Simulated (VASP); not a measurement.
# HfRu (Pm-3m) in VASP: a series of runs

The runs below take HfRu through single point, relaxation of cell and atoms, with LDA.

Program: VASP 6.6.1. These are calculated values, not measurements. Logs are shortened: lines on timing, memory, paths and dates and some standing lists are left out, and cuts for length are marked.

## Step 1: The cell of the first run

It takes space group Pm-3m (No. 221, cubic). Conventional cell: a = 3.182 Å, b = 3.182 Å, c = 3.182 Å, α = 90.00°, β = 90.00°, γ = 90.00°. Hf (site symmetry m-3m) has 8 Ru at 2.76 Å and 6 Hf at 3.18 Å within 3.6 Å. Ru (site symmetry m-3m) has 8 Hf at 2.76 Å and 6 Ru at 3.18 Å within 3.6 Å.

## Step 2: Single point, LDA

INCAR

```
SYSTEM = HfRu
  ALGO = Normal
  EDIFF = 1E-6
  ENCUT = 520
  GGA = CA
  ISIF = 2
  ISMEAR = 0
  LASPH = .TRUE.
  LCHARG = .TRUE.
  LELF = .TRUE.
  LREAL = .FALSE.
  LVHAR = .TRUE.
  LWAVE = .FALSE.
  NBANDS = 19
  NELM = 100
  PREC = Accurate
  SIGMA = 0.1
```

KPOINTS

```
k-points
0
G
  14 14 14
  0 0 0
```

POSCAR

```
HfRu
1.0
    3.1821337442      0.0000000000      0.0000000000
    0.0000000000      3.1821337442      0.0000000000
    0.0000000000      0.0000000000      3.1821337442
Hf Ru
1 1
Direct
    0.0000000000      0.0000000000      0.0000000000
    0.5000000000      0.5000000000      0.5000000000
```

Potentials or basis: VASP PAW LDA potentials, release 64 (Hf_pv, Ru_pv).

On the command line:

```sh
$ cat potpaw_LDA.64/Hf_pv/POTCAR potpaw_LDA.64/Ru_pv/POTCAR > POTCAR
$ mpirun -np 1 vasp_std > vasp.out
```

OUTCAR:

```text
SYSTEM = HfRu
   EDIFF = 1E-6
   ENCUT = 520
   GGA = CA
   ISIF = 2
   ISMEAR = 0
   LASPH = .TRUE.
   LREAL = .FALSE.
   NELM = 100
   PREC = Accurate

 ion  position               nearest neighbor table
   1  0.000  0.000  0.000-   2 2.76   2 2.76   2 2.76   2 2.76   2 2.76   2 2.76   2 2.76   2 2.76

   2  0.500  0.500  0.500-   1 2.76   1 2.76   1 2.76   1 2.76   1 2.76   1 2.76   1 2.76   1 2.76

  LATTYP: Found a simple cubic cell.
 ALAT       =     3.1821337442

  Lattice vectors:

 A1 = (   3.1821337442,   0.0000000000,   0.0000000000)
 A2 = (   0.0000000000,   3.1821337442,   0.0000000000)
 A3 = (   0.0000000000,   0.0000000000,   3.1821337442)

Analysis of symmetry for initial positions (statically):
=====================================================================
 Subroutine PRICEL returns:
 Original cell was already a primitive cell.

 Routine SETGRP: Setting up the symmetry group for a
 simple cubic supercell.

 Subroutine GETGRP returns: Found 48 space group operations
 (whereof 48 operations were pure point group operations)
 out of a pool of 48 trial point group operations.

The static configuration has the point symmetry O_h .

Analysis of symmetry for dynamics (positions and initial velocities):
=====================================================================
 Subroutine PRICEL returns:
 Original cell was already a primitive cell.

 Routine SETGRP: Setting up the symmetry group for a
 simple cubic supercell.

 Subroutine GETGRP returns: Found 48 space group operations
 (whereof 48 operations were pure point group operations)
 out of a pool of 48 trial point group operations.

The dynamic configuration has the point symmetry O_h .

 Subroutine INISYM returns: Found 48 space group operations
 (whereof 48 operations are pure point group operations),
 and found     1 'primitive' translations

----------------------------------------------------------------------------------------

                                     Primitive cell

  volume of cell :      32.2222

  direct lattice vectors                    reciprocal lattice vectors
     3.182133744  0.000000000  0.000000000     0.314254548  0.000000000  0.000000000
     0.000000000  3.182133744  0.000000000     0.000000000  0.314254548  0.000000000
     0.000000000  0.000000000  3.182133744     0.000000000  0.000000000  0.314254548

  length of vectors
     3.182133744  3.182133744  3.182133744     0.314254548  0.314254548  0.314254548

[... 79 lines left out ...]
   NELM   =    100;   NELMIN=  2; NELMDL= -5     # of ELM steps
   EDIFF  = 0.1E-05   stopping-criterion for ELM
   LREAL  =      F    real-space projection
   EDIFFG = 0.1E-04   stopping-criterion for IOM
   NSW    =      0    number of steps for IOM
   IBRION =     -1    ionic relax: 0-MD 1-quasi-New 2-CG
   NFREE  =      0    steps in history (QN), initial steepest desc. (CG)
   ISIF   =      2    stress and relaxation
   ISYM   =      2    0-nonsym 1-usesym 2-fastsym
   POTIM  = 0.5000    time-step for ionic-motion
   TEBEG  =    0.0;   TEEND  =   0.0 temperature during run
   PSTRESS=    0.0 pullay stress
   NELECT =      24.0000    total number of electrons
   NUPDOWN=      -1.0000    fix difference up-down
   EMIN   =  10.00;   EMAX   =-10.00  energy-range for DOS
   EFERMI =   0.00;   METHOD = LEGACY
   ISMEAR =     0;   SIGMA  =   0.10  broadening in eV -4-tet -1-fermi 0-gaus
   EFERMI_NEDOS =   21; number of points for ismear=-14 and -15
   IALGO  =     38    algorithm
   IMIX   =      4    mixing-type and parameters
     AMIX     =   0.40;   BMIX     =  1.00
     AMIX_MAG =   1.60;   BMIX_MAG =  1.00
  volume/ion in A,a.u.               =      16.11       108.72
  Fermi-wavevector in a.u.,A,eV,Ry     =   1.483976  2.804308 29.962534  2.202184
  Thomas-Fermi vector in A             =   2.597570
   LORBIT       =      0    0 simple, 1 ext, 2 COOP (PROOUT), +10 PAW based schemes
   GGA     = CA    functional components
   LHFCALC =     F    Hartree Fock is set to
   AEXX    =    0.0000 exact exchange contribution
   IVDW    =     0    specifies the selected vdW correction
   LEPSILON=     F    determine dielectric tensor
   LRPA    =     F    only Hartree local field effects (RPA)
 non-spin polarized calculation
 Gauss-broadening in eV      SIGMA  =   0.10
  energy-cutoff  :      520.00
  volume of cell :       32.22
 maximum number of plane-waves:       912
 NGX is ok and might be reduce to    24
   NGX = 11   NGY = 11   NGZ = 11

 number of electron      23.9999993 magnetization

 Free energy of the ion-electron system (eV)
  ---------------------------------------------------
  ext. energy  EPLUGINS =         0.00000000
  ---------------------------------------------------
  free energy    TOTEN  =       -22.97489935 eV

  energy without entropy =      -22.97204012  energy(sigma->0) =      -22.97346974

 E-fermi :   9.0288     XC(G=0): -13.1992

 val. band max:        9.0269780039   @ k =   0.5000   0.5000   0.1429
 cond. band min:       9.0428112602   @ k =   0.5000   0.5000   0.2143
 fundamental gap:      0.0158332563
 Fermi energy:         9.0288227158

 k-point     1 :       0.0000    0.0000    0.0000
  band No.  band energies     occupation
      1     -33.4857      2.00000
      2     -33.4857      2.00000
      3     -33.4857      2.00000
      4     -21.2100      2.00000
      5     -21.2100      2.00000
      6     -21.2100      2.00000
[... 505 lines left out ...]
      6     -21.1873      2.00000
[... 11 lines left out ...]
     18      15.9363      0.00000
     19      19.5974      0.00000

 [... further k-points ...]

------------------------ aborting loop because EDIFF is reached ----------------------------------------

  FORCE on cell =-STRESS in cart. coord.  units (eV):
  Direction    XX          YY          ZZ          XY          YZ          ZX
  --------------------------------------------------------------------------------------
  -------------------------------------------------------------------------------------
  Total       -0.0796996     -0.0796996     -0.0796996      0.0000000      0.0000000     -0.0000000
  in kB       -3.9628857     -3.9628857     -3.9628857      0.0000000      0.0000000     -0.0000000
  external PRESSURE =      -3.9628857 kB  Pullay stress =       0.0000000 kB

 VOLUME and BASIS-vectors are now :
 -----------------------------------------------------------------------------
  energy-cutoff  :      520.00
  volume of cell :       32.22
      direct lattice vectors                 reciprocal lattice vectors
     3.182133744  0.000000000  0.000000000     0.314254548  0.000000000  0.000000000
     0.000000000  3.182133744  0.000000000     0.000000000  0.314254548  0.000000000
     0.000000000  0.000000000  3.182133744     0.000000000  0.000000000  0.314254548

 POSITION                                       TOTAL-FORCE (eV/Angst)
 -----------------------------------------------------------------------------------
      0.00000      0.00000      0.00000         0.000000      0.000000      0.000000
      1.59107      1.59107      1.59107         0.000000      0.000000      0.000000
 -----------------------------------------------------------------------------------
    total drift:                                0.000000      0.000000     -0.000000

  FREE ENERGIE OF THE ION-ELECTRON SYSTEM (eV)
  ---------------------------------------------------
  free  energy   TOTEN  =       -22.9748993507 eV

  energy  without entropy=      -22.9720401228  energy(sigma->0) =      -22.97346974
```

Run time: 27 s. Hardware: 1 thread of AMD EPYC 9R45 (Zen 5), shared host; peak memory 0.16 GiB.

Results:

| Property | Result |
| --- | --- |
| Free energy | -22.9749 eV |
| Pressure | -0.4 GPa |
| Band gap on the k mesh | zero (bands 12 and 13 overlap by 1.72 eV) |

Caveat: spin-orbit coupling is left out, which moves the levels of the heavy elements.

## Step 3: Relaxation of cell and atoms, LDA

This run uses another cell than the first one, of 17.13 Å³/atom.

INCAR

```
SYSTEM = HfRu
PREC = Accurate
ENCUT = 600
EDIFF = 1E-7
ISMEAR = 0
SIGMA = 0.1
LREAL = .False.
LASPH = .True.
NELM = 100
ALGO = Normal
ISIF = 3
LWAVE = .False.
LCHARG = .False.
GGA = CA
IBRION = 2
NSW = 70
EDIFFG = -0.005
```

KPOINTS

```
regular mesh
0
Gamma
  14 14 14
  0 0 0
```

POSCAR

```
HfRu
1.0
    3.2481236017      0.0000000000      0.0000000000
    0.0000000000      3.2481236017      0.0000000000
    0.0000000000      0.0000000000      3.2481236017
Hf Ru
1 1
Direct
    0.0000000000      0.0000000000      0.0000000000
    0.5000000000      0.5000000000      0.5000000000
```

Potentials or basis: VASP PAW LDA potentials, release 64 (Hf_pv, Ru_pv).

On the command line:

```sh
$ cat potpaw_LDA.64/Hf_pv/POTCAR potpaw_LDA.64/Ru_pv/POTCAR > POTCAR
$ mpirun -np 1 vasp_std > vasp.out
```

Run time: 3.1 min. Hardware: 1 thread of AMD EPYC 9R45 (Zen 5), shared host; peak memory 0.19 GiB.

It converged, with:

```
Free energy                           : -22.9762 eV
Relaxed volume                        : 16.08 Å³/atom
Relaxed cell                          : a = 3.180 Å, b = 3.180 Å, c = 3.180 Å, α = 90.00°, β = 90.00°, γ = 90.00°
Space group after relaxing (to 0.1 Å) : Pm-3m (No. 221)
Energy gained by relaxing             : 43.7 meV/atom
Ionic steps                           : 7
Pressure after relaxing               : 0.0 GPa
Band gap on the k mesh                : zero (bands 12 and 13 overlap by 1.73 eV)
```

Step by step:
```tsv
step	energy change (eV)	largest force (eV/Å)	pressure (GPa)	volume (Å³)
1	0.0000	0.0000	-12.58	34.27
2	0.3944	0.0000	41.76	28.02
3	-0.0871	0.0000	-0.76	32.27
4	-0.0873	0.0000	-0.11	32.18
5	-0.0873	0.0000	0.18	32.14
6	-0.0873	0.0000	-0.33	32.21
7	-0.0873	0.0000	0.00	32.17
```

Final structure:
```
Hf Ru
1.0
     3.18029    0.00000    0.00000
     0.00000    3.18029    0.00000
     0.00000    0.00000    3.18029
Hf Ru
1 1
Direct
  0.00000 0.00000 0.00000
  0.50000 0.50000 0.50000
```

Levels at points of the mesh, in eV from the Fermi level:
| k point | band 10 | band 11 | band 12 | band 13 | band 14 | band 15 |
| --- | --- | --- | --- | --- | --- | --- |
| (0.00, 0.00, 0.00) | -1.77 | -1.77 | -1.77 | 2.11 | 2.11 | 5.90 |
| (0.50, 0.00, 0.00) | -1.88 | -1.88 | -1.15 | -0.99 | 1.27 | 1.41 |
| (0.50, 0.50, 0.00) | -3.41 | -0.02 | 0.73 | 1.46 | 1.46 | 2.91 |
| (0.50, 0.50, 0.50) | -1.98 | -1.98 | -1.98 | 0.06 | 0.06 | 6.49 |

Caveat: spin-orbit coupling is left out, which moves the levels of the heavy elements. LDA usually gives volumes a few per cent too small.
